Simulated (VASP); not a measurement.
Here is a VASP 6.6.1 calculation.

INCAR

```
SYSTEM = Pb
PREC = Accurate
ENCUT = 500
EDIFF = 1E-6
ISMEAR = -1
SIGMA = 0.1
LREAL = .False.
LASPH = .True.
NELM = 120
ALGO = Normal
ISIF = 2
LWAVE = .False.
LCHARG = .False.
GGA = PS
NBANDS = 13
GGA_COMPAT = .False.
```

The input KPOINTS:

```
regular mesh
0
Gamma
  5 5 5
  0 0 0
```

File POSCAR:

```
Pb
1.0
    5.4109010000      0.0000000000      0.0000000000
    0.0000000000      5.4109010000      0.0000000000
    0.0000000000      0.0000000000      5.4109010000
Pb
1
Direct
    0.0000000000      0.0000000000      0.0000000000
```

Potentials or basis: VASP PAW PBE potentials, release 64 (Pb_d).

Run with:

```sh
$ cat potpaw_PBE.64/Pb_d/POTCAR > POTCAR
$ mpirun -np 1 vasp_std > vasp.out
```

(1) What does it give for the band gap on the k mesh?

(2) Predict the pressure.

Results:

(1) zero (bands 7 and 8 overlap by 0.89 eV).

(2) -1.4 GPa.

Caveat: the PAW data sets were made with another functional, which shifts forces and pressure a little; spin-orbit coupling is left out, which moves the levels of the heavy elements.
